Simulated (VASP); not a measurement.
# Ta2C (P-3m1) in VASP: a series of runs

The runs below take Ta2C through single point, relaxation of cell and atoms, with LDA.

Everything below comes from runs of VASP 6.6.1. Logs are shortened: lines on timing, memory, paths and dates and some standing lists are left out, and cuts for length are marked.

### Step 1. The cell of the first run

The structure is trigonal, space group P-3m1 (No. 164). The conventional cell has a = 3.076 Å, b = 3.076 Å, c = 4.890 Å, α = 90.00°, β = 90.00°, γ = 120.00°. Ta (site symmetry 3m) has 3 C at 2.17 Å within 2.9 Å. C (site symmetry -3m) has 6 Ta at 2.17 Å within 2.9 Å.

### Step 2. Single point, LDA

INCAR

```
PREC = Accurate
ENCUT = 520
EDIFF = 1E-6
ISMEAR = 0
SIGMA = 0.1
LREAL = False
LASPH = True
NELM = 100
ALGO = Normal
ISIF = 2
LWAVE = False
LCHARG = False
NBANDS = 20
```

KPOINTS

```
Automatic mesh
0
Gamma
  15 15 8
```

POSCAR

```
Ta2C
1.0
    3.0762043040      0.0000000000      0.0000000000
   -1.5381021520      2.6640710745      0.0000000000
    0.0000000000      0.0000000000      4.8904599662
Ta C
2 1
Direct
    0.3333333333      0.6666666667      0.2532304383
    0.6666666667      0.3333333333      0.7467695617
    0.0000000000      0.0000000000      0.0000000000
```

Potentials or basis: VASP PAW LDA potentials, release 64 (Ta_pv, C).

The run is started by

```
> cat potpaw_LDA.64/Ta_pv/POTCAR potpaw_LDA.64/C/POTCAR > POTCAR
> mpirun -np 1 vasp_std > vasp.out
```

OUTCAR:

```text
PREC = Accurate
   ENCUT = 520
   EDIFF = 1E-6
   ISMEAR = 0
   LREAL = False
   LASPH = True
   NELM = 100
   ISIF = 2

 ion  position               nearest neighbor table
   1  0.333  0.667  0.253-   3 2.17   3 2.17   3 2.17   2 3.00   2 3.00   2 3.00   2 3.05   2 3.05
                             2 3.05
   2  0.667  0.333  0.747-   3 2.17   3 2.17   3 2.17   1 3.00   1 3.00   1 3.00   1 3.05   1 3.05
                             1 3.05
   3  0.000  0.000  0.000-   1 2.17   2 2.17   2 2.17   1 2.17   2 2.17   1 2.17

  LATTYP: Found a hexagonal cell.
 ALAT       =     3.0762043040
 C/A-ratio  =     1.5897708614

  Lattice vectors:

 A1 = (   3.0762043040,   0.0000000000,   0.0000000000)
 A2 = (  -1.5381021520,   2.6640710745,   0.0000000000)
 A3 = (   0.0000000000,   0.0000000000,   4.8904599662)

Analysis of symmetry for initial positions (statically):
=====================================================================
 Subroutine PRICEL returns:
 Original cell was already a primitive cell.

 Routine SETGRP: Setting up the symmetry group for a
 hexagonal supercell.

 Subroutine GETGRP returns: Found 12 space group operations
 (whereof 12 operations were pure point group operations)
 out of a pool of 24 trial point group operations.

The static configuration has the point symmetry D_3d.

Analysis of symmetry for dynamics (positions and initial velocities):
=====================================================================
 Subroutine PRICEL returns:
 Original cell was already a primitive cell.

 Routine SETGRP: Setting up the symmetry group for a
 hexagonal supercell.

 Subroutine GETGRP returns: Found 12 space group operations
 (whereof 12 operations were pure point group operations)
 out of a pool of 24 trial point group operations.

The dynamic configuration has the point symmetry D_3d.

 Subroutine INISYM returns: Found 12 space group operations
 (whereof 12 operations are pure point group operations),
 and found     1 'primitive' translations

----------------------------------------------------------------------------------------

                                     Primitive cell

  volume of cell :      40.0784

  direct lattice vectors                    reciprocal lattice vectors
     3.076204304  0.000000000  0.000000000     0.325075938  0.187682680  0.000000000
    -1.538102152  2.664071074  0.000000000     0.000000000  0.375365361  0.000000000
     0.000000000  0.000000000  4.890459966     0.000000000  0.000000000  0.204479744

  length of vectors
     3.076204304  3.076204304  4.890459966     0.375365361  0.375365361  0.204479744

  position of ions in fractional coordinates (direct lattice)
     0.333333333  0.666666667  0.253230438
     0.666666667  0.333333333  0.746769562
     0.000000000  0.000000000  0.000000000

  ion indices of the primitive-cell ions
   primitive index   ion index
                 1           1
                 2           2
                 3           3

----------------------------------------------------------------------------------------

 KPOINTS: Automatic mesh

Automatic generation of k-mesh.
 Grid dimensions read from file:
 generate k-points for:   15   15    8

 Generating k-lattice:

  Cartesian coordinates                     Fractional coordinates (reciprocal lattice)
     0.021671729  0.012512179  0.000000000     0.066666667  0.000000000  0.000000000
     0.000000000  0.025024357  0.000000000     0.000000000  0.066666667  0.000000000
     0.000000000  0.000000000  0.025559968     0.000000000  0.000000000  0.125000000

  Length of vectors
     0.025024357  0.025024357  0.025559968

  Shift w.r.t. Gamma in fractional coordinates (k-lattice)
     0.000000000  0.000000000  0.000000000

 Subroutine IBZKPT returns following result:
 ===========================================

 Found    192 irreducible k-points:

 Following reciprocal coordinates:
            Coordinates               Weight
  0.000000  0.000000  0.000000      1.000000
  0.066667 -0.000000  0.000000      6.000000
  0.133333 -0.000000  0.000000      6.000000
  0.200000 -0.000000  0.000000      6.000000
  0.266667 -0.000000  0.000000      6.000000
  0.333333 -0.000000  0.000000      6.000000
[... 16 lines left out ...]
  0.333333  0.200000  0.000000     12.000000
  0.400000  0.200000  0.000000      6.000000
 [... further k-points ...]
   k-points           NKPTS =    192   k-points in BZ     NKDIM =    192   number of bands    NBANDS=     20
   number of dos      NEDOS =    301   number of ions     NIONS =      3
   total plane-waves  NPLWV =  20736
   dimension x,y,z NGX =    24 NGY =   24 NGZ =   36
   dimension x,y,z NGXF=    48 NGYF=   48 NGZF=   72
   ions per type =               2   1
   NGX,Y,Z   is equivalent  to a cutoff of  12.97, 12.97, 12.24 a.u.
   NGXF,Y,Z  is equivalent  to a cutoff of  25.94, 25.94, 24.48 a.u.
 SYSTEM =  unknown system
   PREC   = accura    normal or accurate (medium, high low for compatibility)
   ISTART =      0    job   : 0-new  1-cont  2-samecut
   ICHARG =      2    charge: 1-file 2-atom 10-const
   ISPIN  =      1    spin polarized calculation?
   LNONCOLLINEAR =      F non collinear calculations
   LSORBIT =      F    spin-orbit coupling
   LASPH  =      T    aspherical Exc in radial PAW
   ENCUT  =  520.0 eV  38.22 Ry    6.18 a.u.   5.72  5.72  9.09*2*pi/ulx,y,z
   NELM   =    100;   NELMIN=  2; NELMDL= -5     # of ELM steps
   EDIFF  = 0.1E-05   stopping-criterion for ELM
   LREAL  =      F    real-space projection
   EDIFFG = 0.1E-04   stopping-criterion for IOM
   NSW    =      0    number of steps for IOM
   IBRION =     -1    ionic relax: 0-MD 1-quasi-New 2-CG
   NFREE  =      0    steps in history (QN), initial steepest desc. (CG)
   ISIF   =      2    stress and relaxation
   ISYM   =      2    0-nonsym 1-usesym 2-fastsym
   POTIM  = 0.5000    time-step for ionic-motion
   TEBEG  =    0.0;   TEEND  =   0.0 temperature during run
   PSTRESS=    0.0 pullay stress
   NELECT =      26.0000    total number of electrons
   NUPDOWN=      -1.0000    fix difference up-down
   EMIN   =  10.00;   EMAX   =-10.00  energy-range for DOS
   EFERMI =   0.00;   METHOD = LEGACY
   ISMEAR =     0;   SIGMA  =   0.10  broadening in eV -4-tet -1-fermi 0-gaus
   EFERMI_NEDOS =   21; number of points for ismear=-14 and -15
   IALGO  =     38    algorithm
   IMIX   =      4    mixing-type and parameters
     AMIX     =   0.40;   BMIX     =  1.00
     AMIX_MAG =   1.60;   BMIX_MAG =  1.00
  volume/ion in A,a.u.               =      13.36        90.15
  Fermi-wavevector in a.u.,A,eV,Ry     =   1.417193  2.678107 27.326437  2.008436
  Thomas-Fermi vector in A             =   2.538449
   LORBIT       =      0    0 simple, 1 ext, 2 COOP (PROOUT), +10 PAW based schemes
   GGA     = CA    functional components
   LHFCALC =     F    Hartree Fock is set to
   AEXX    =    0.0000 exact exchange contribution
   IVDW    =     0    specifies the selected vdW correction
   LEPSILON=     F    determine dielectric tensor
   LRPA    =     F    only Hartree local field effects (RPA)
 non-spin polarized calculation
 Gauss-broadening in eV      SIGMA  =   0.10
  energy-cutoff  :      520.00
  volume of cell :       40.08
 maximum number of plane-waves:      1092
 NGX is ok and might be reduce to    24
   NGX = 11   NGY = 11   NGZ = 19

 number of electron      26.0000005 magnetization

 Free energy of the ion-electron system (eV)
  ---------------------------------------------------
  ext. energy  EPLUGINS =         0.00000000
  ---------------------------------------------------
  free energy    TOTEN  =       -37.68643609 eV

  energy without entropy =      -37.68314484  energy(sigma->0) =      -37.68479046

 E-fermi :   6.6955     XC(G=0): -13.0987

 val. band max:        6.6898593978   @ k =   0.4000   0.1333   0.5000
 cond. band min:       6.7166704289   @ k =   0.0667   0.0667   0.5000
 fundamental gap:      0.0268110311
 Fermi energy:         6.6955292654

 k-point     1 :       0.0000    0.0000    0.0000
  band No.  band energies     occupation
      1     -27.9249      2.00000
      2     -27.1530      2.00000
      3     -27.1530      2.00000
      4     -27.0270      2.00000
      5     -27.0270      2.00000
      6     -26.9355      2.00000
[... 12 lines left out ...]
     19       9.6462      0.00000
     20      14.5325      0.00000

 k-point     2 :       0.0667   -0.0000    0.0000
  band No.  band energies     occupation
      1     -27.9114      2.00000
      2     -27.1832      2.00000
      3     -27.1637      2.00000
      4     -27.0567      2.00000
      5     -27.0297      2.00000
      6     -26.9405      2.00000
[... 12 lines left out ...]
     19      10.1750      0.00000
     20      14.6655      0.00000

 k-point     3 :       0.1333   -0.0000    0.0000
  band No.  band energies     occupation
      1     -27.8719      2.00000
      2     -27.2684      2.00000
      3     -27.1927      2.00000
      4     -27.1393      2.00000
      5     -27.0386      2.00000
      6     -26.9562      2.00000
[... 12 lines left out ...]
     19      11.2194      0.00000
     20      14.6129      0.00000

 k-point     4 :       0.2000   -0.0000    0.0000
  band No.  band energies     occupation
      1     -27.8101      2.00000
      2     -27.3929      2.00000
      3     -27.2569      2.00000
      4     -27.2331      2.00000
      5     -27.0536      2.00000
      6     -26.9832      2.00000
[... 429 lines left out ...]
 k-point    23 :       0.3333    0.2000    0.0000
  band No.  band energies     occupation
      1     -27.7574      2.00000
      2     -27.5960      2.00000
      3     -27.4605      2.00000
      4     -27.4440      2.00000
      5     -27.2650      2.00000
      6     -27.1933      2.00000
[... 12 lines left out ...]
     19      12.5002      0.00000
     20      14.0966      0.00000

 k-point    24 :       0.4000    0.2000    0.0000
  band No.  band energies     occupation
      1     -27.7777      2.00000
      2     -27.5877      2.00000
      3     -27.4788      2.00000
      4     -27.4233      2.00000
      5     -27.2742      2.00000
      6     -27.2230      2.00000
[... 12 lines left out ...]
     19      12.6370      0.00000
     20      14.3515      0.00000

 [... further k-points ...]

------------------------ aborting loop because EDIFF is reached ----------------------------------------

  FORCE on cell =-STRESS in cart. coord.  units (eV):
  Direction    XX          YY          ZZ          XY          YZ          ZX
  --------------------------------------------------------------------------------------
  -------------------------------------------------------------------------------------
  Total        0.3578105      0.3578105      0.3620539      0.0000000      0.0000000      0.0000000
  in kB       14.3038493     14.3038493     14.4734840      0.0000000      0.0000000      0.0000000
  external PRESSURE =      14.3603942 kB  Pullay stress =       0.0000000 kB

 VOLUME and BASIS-vectors are now :
 -----------------------------------------------------------------------------
  energy-cutoff  :      520.00
  volume of cell :       40.08
      direct lattice vectors                 reciprocal lattice vectors
     3.076204304  0.000000000  0.000000000     0.325075938  0.187682680  0.000000000
    -1.538102152  2.664071074  0.000000000     0.000000000  0.375365361  0.000000000
     0.000000000  0.000000000  4.890459966     0.000000000  0.000000000  0.204479744

 POSITION                                       TOTAL-FORCE (eV/Angst)
 -----------------------------------------------------------------------------------
     -0.00000      1.77605      1.23841         0.000000      0.000000      0.057113
      1.53810      0.88802      3.65205        -0.000000     -0.000000     -0.057113
      0.00000      0.00000      0.00000         0.000000      0.000000      0.000000
 -----------------------------------------------------------------------------------
    total drift:                                0.000000     -0.000000      0.000000

  FREE ENERGIE OF THE ION-ELECTRON SYSTEM (eV)
  ---------------------------------------------------
  free  energy   TOTEN  =       -37.6864360876 eV

  energy  without entropy=      -37.6831448411  energy(sigma->0) =      -37.68479046
```

It took 37 s on 1 thread of Intel Xeon 6975P-C (Granite Rapids), shared host; peak memory 0.24 GiB.

Results:

| Property | Result |
| --- | --- |
| Free energy | -37.6864 eV |
| Pressure | 1.4 GPa |
| Largest force | 0.057 eV/Å |
| Band gap on the k mesh | zero (band 13 reaches 7.21 eV, above the bottom of band 14 at 6.39 eV) |

Forces in eV/Å, atoms in the order of the input:
```
Ta   0.000  0.000  0.057
Ta   0.000  0.000 -0.057
C    0.000  0.000  0.000
```

Caveat: spin-orbit coupling is left out, which moves the levels of the heavy elements.

### Step 3. Relaxation of cell and atoms, LDA

This run uses another cell than the first one, of 13.96 Å³/atom, 1.045 times its volume.

INCAR

```
SYSTEM = Ta2C
  PREC = Accurate
  ENCUT = 600
  EDIFF = 1E-6
  ISMEAR = 0
  SIGMA = 0.1
  LREAL = .FALSE.
  LASPH = .TRUE.
  NELM = 100
  ALGO = Normal
  ISIF = 3
  LWAVE = .FALSE.
  LCHARG = .FALSE.
  IBRION = 2
  NSW = 70
  EDIFFG = -0.005
```

KPOINTS

```
regular mesh
0
G
  15 15 8
  0 0 0
```

POSCAR

```
Ta2C
1.0
    3.1216111275      0.0000000000      0.0000000000
   -1.5608055637      2.7033945371      0.0000000000
    0.0000000000      0.0000000000      4.9616082008
Ta C
2 1
Direct
    0.3333333333      0.6666666667      0.2528875965
    0.6666666667      0.3333333333      0.7471124035
    0.0000000000      0.0000000000      0.0000000000
```

Potentials or basis: VASP PAW LDA potentials, release 64 (Ta_pv, C).

The run is started by

```
> cat potpaw_LDA.64/Ta_pv/POTCAR potpaw_LDA.64/C/POTCAR > POTCAR
> mpirun -np 1 vasp_std > vasp.out
```

Wall time 4.5 min (1 thread of Intel Xeon 6975P-C (Granite Rapids), shared host); peak memory 0.29 GiB.

Results (log left out):

| Item | Value |
| --- | --- |
| Free energy | -37.6902 eV |
| Relaxed volume | 13.42 Å³/atom |
| Relaxed cell | a = 3.081 Å, b = 3.081 Å, c = 4.898 Å, α = 90.00°, β = 90.00°, γ = 120.00° |
| Space group after relaxing (to 0.05 Å) | P-3m1 (No. 164) |
| Energy gained by relaxing | 18.6 meV/atom |
| Ionic steps | 11 |
| Pressure after relaxing | 0.0 GPa |
| Largest force after relaxing | 0.004 eV/Å |
| Band gap on the k mesh | zero (band 13 reaches 7.17 eV, above the bottom of band 14 at 6.35 eV) |

Forces on the atoms (eV/Å):
```
Ta   0.000  0.000  0.004
Ta   0.000  0.000 -0.004
C    0.000  0.000  0.000
```

Step by step:
```tsv
step	energy change (eV)	largest force (eV/Å)	pressure (GPa)	volume (Å³)
1	0.0000	0.2697	-10.84	41.87
2	0.3974	1.7430	38.94	36.41
3	-0.0548	0.1381	-0.61	40.39
4	-0.0549	0.1555	-0.24	40.33
5	-0.0549	0.1649	0.02	40.30
6	-0.0557	0.0339	0.16	40.22
7	-0.0557	0.0063	0.18	40.24
8	-0.0557	0.0093	0.18	40.24
9	-0.0557	0.0168	-0.34	40.31
10	-0.0558	0.0038	-0.02	40.25
11	-0.0558	0.0041	0.03	40.25
```

Final structure:
```yaml
crystal:
  lattice:
    - [3.08055, 0.00000, 0.00000]
    - [-1.54028, 2.66784, 0.00000]
    - [0.00000, 0.00000, 4.89780]
  atoms:
    - { symbol: Ta, position: [0.33333, 0.66667, 0.25332] }
    - { symbol: Ta, position: [0.66667, 0.33333, 0.74668] }
    - { symbol: C, position: [0.00000, 0.00000, 0.00000] }
```

Levels at points of the mesh, in eV from the Fermi level:
| k point | band 11 | band 12 | band 13 | band 14 | band 15 | band 16 |
| --- | --- | --- | --- | --- | --- | --- |
| (0.00, 0.00, 0.00) | -2.80 | -0.01 | 0.51 | 0.51 | 1.14 | 1.14 |
| (0.00, 0.00, 0.50) | -1.84 | -1.46 | -0.31 | -0.31 | 3.05 | 3.05 |

Caveat: spin-orbit coupling is left out, which moves the levels of the heavy elements. Zero-point motion and thermal expansion aren't in these numbers.

### Step 4. Single point, LDA

INCAR

```
SYSTEM = Ta2C
ALGO = Normal
EDIFF = 1E-6
ENCUT = 600
GGA_COMPAT = .False.
ISIF = 2
ISMEAR = 0
LASPH = .True.
LCHARG = .False.
LREAL = .False.
LWAVE = .False.
NBANDS = 22
NELM = 120
PREC = Accurate
SIGMA = 0.1
```

KPOINTS

```
k-points
0
Gamma
  15 15 8
  0 0 0
```

POSCAR

```
Ta2C
1.0
    3.0762043040      0.0000000000      0.0000000000
   -1.5381021520      2.6640710745      0.0000000000
    0.0000000000      0.0000000000      4.8904599662
Ta C
2 1
Direct
    0.3333333333      0.6666666667      0.2532304383
    0.6666666667      0.3333333333      0.7467695617
    0.0000000000      0.0000000000      0.0000000000
```

Potentials or basis: VASP PAW LDA potentials, release 64 (Ta_sv_GW, C).

The run is started by

```
> cat potpaw_LDA.64/Ta_sv_GW/POTCAR potpaw_LDA.64/C/POTCAR > POTCAR
> mpirun -np 1 vasp_std > vasp.out
```

Wall time 93 s (1 thread of Intel Xeon 6975P-C (Granite Rapids), shared host); peak memory 0.32 GiB.

Results (log left out):

```
Free energy            : -42.6798 eV
Pressure               : 0.9 GPa
Largest force          : 0.053 eV/Å
Band gap on the k mesh : zero (band 15 reaches 11.53 eV, above the bottom of band 16 at 10.71 eV)
```

Forces in eV/Å, atoms in the order of the input:
```
Ta   0.000  0.000  0.053
Ta   0.000  0.000 -0.053
C    0.000  0.000  0.000
```

Levels at points of the mesh, in eV from the Fermi level:
| k point | band 11 | band 12 | band 13 | band 14 | band 15 | band 16 | band 17 | band 18 | band 19 | band 20 |
| --- | --- | --- | --- | --- | --- | --- | --- | --- | --- | --- |
| (0.00, 0.00, 0.00) | -3.63 | -3.63 | -2.79 | -0.01 | 0.51 | 0.51 | 1.15 | 1.15 | 2.40 | 2.40 |
| (0.00, 0.00, 0.50) | -3.89 | -3.89 | -1.84 | -1.46 | -0.31 | -0.31 | 3.06 | 3.06 | 3.56 | 3.56 |

Caveat: spin-orbit coupling is left out, which moves the levels of the heavy elements.

### Step 5. The runs side by side

```tsv
task	potentials or basis	cell	cutoff (eV)	second run	gap on the mesh (eV)	pressure (GPa)	largest force (eV/Å)
single point	VASP PAW LDA potentials, release 64 (Ta_pv, C)	a = 3.076, b = 3.076, c = 4.890 Å, angles 90.0, 90.0, 120.0°, 3 atoms	520	-	none	1.4	0.06
relaxation of cell and atoms	VASP PAW LDA potentials, release 64 (Ta_pv, C)	relaxed from a = 3.122, b = 3.122, c = 4.962 Å, angles 90.0, 90.0, 120.0°, 3 atoms	600	-	none	0.0	-
single point	VASP PAW LDA potentials, release 64 (Ta_sv_GW, C)	a = 3.076, b = 3.076, c = 4.890 Å, angles 90.0, 90.0, 120.0°, 3 atoms	600	valence_matched	none	0.9	0.05
```

Alike in all rows: level LDA; no spin polarisation; k mesh 15 × 15 × 8; smearing gaussian 0.1 eV.

Caveats: spin-orbit coupling is left out, which moves the levels of the heavy elements.

Absolute energies hang on the potentials; compare differences alone.
